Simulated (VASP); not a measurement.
Crystal: Ca4SiSe2.

```
CELL_PARAMETERS angstrom
-2.94616 2.94616 5.93198
2.94616 -2.94616 5.93198
2.94616 2.94616 -5.93198
ATOMIC_POSITIONS crystal
Ca 0.12215 0.65352 0.00000
Ca 0.87785 0.87785 0.53137
Ca 0.65352 0.12215 0.00000
Ca 0.34648 0.34648 0.46863
Si 0.50000 0.50000 0.00000
Se 0.25000 0.75000 0.50000
Se 0.75000 0.25000 0.50000
```

- Program: VASP 6.6.1
- Task: relaxation of cell and atoms
- Functional: PBE
- Potentials or basis: VASP PAW PBE potentials, release 64 (Ca_sv, Si, Se)
- Cutoff: 600 eV
- k mesh: 4 × 4 × 4
- Occupations: gaussian, width 0.1 eV
- Spin: no spin polarisation

At the start: pressure 10.8 GPa; volume 29.42 Å³/atom.

Task: How do energy, volume and symmetry change on relaxing?

Result: Over 17 steps the energy falls by 335.9 meV/atom and the volume is 40.15 Å³/atom (+36.4 %); space group I-42m (No. 121, to 0.05 Å).

The path:
```tsv
step	energy change (eV)	largest force (eV/Å)	pressure (GPa)	volume (Å³)
1	0.0000	0.8796	10.80	205.96
2	-1.6176	0.7163	-0.84	270.89
3	-1.6402	0.6548	0.04	261.93
4	-1.6402	0.6629	-0.09	263.15
5	-1.7273	0.5672	-0.09	264.55
6	-1.9167	0.3366	0.00	268.69
7	-1.8339	0.9565	0.66	276.64
8	-1.9601	0.4553	0.20	271.69
9	-2.0577	0.4804	-0.05	275.99
10	-2.1958	0.5489	-0.77	287.68
11	-2.2903	0.3854	-0.09	279.56
12	-2.2982	0.3164	0.19	276.47
13	-2.3350	0.0943	-0.03	279.08
14	-2.3423	0.0731	-0.16	280.89
15	-2.3474	0.0472	0.24	278.33
16	-2.3477	0.0498	0.17	278.78
17	-2.3510	0.0305	0.06	281.02
```

Final structure:
```cif
data_structure
_symmetry_space_group_name_H-M 'P 1'
_symmetry_Int_Tables_number 1
_cell_length_a 8.7321
_cell_length_b 8.7321
_cell_length_c 8.7321
_cell_angle_alpha 139.247
_cell_angle_beta 139.247
_cell_angle_gamma 58.999
_cell_volume 281.02
loop_
_atom_site_label
_atom_site_type_symbol
_atom_site_fract_x
_atom_site_fract_y
_atom_site_fract_z
_atom_site_occupancy
Ca1 Ca 0.13432 0.60701 0.00000 1
Ca2 Ca 0.86568 0.86568 0.47268 1
Ca3 Ca 0.60701 0.13432 0.00000 1
Ca4 Ca 0.39299 0.39299 0.52732 1
Si1 Si 0.50000 0.50000 0.00000 1
Se1 Se 0.25000 0.75000 0.50000 1
Se2 Se 0.75000 0.25000 0.50000 1
```

Caveat: the k points lie up to 0.37 Å⁻¹ apart in the final cell; the volume moved by over 15 % at a fixed basis, so the end points are rough.
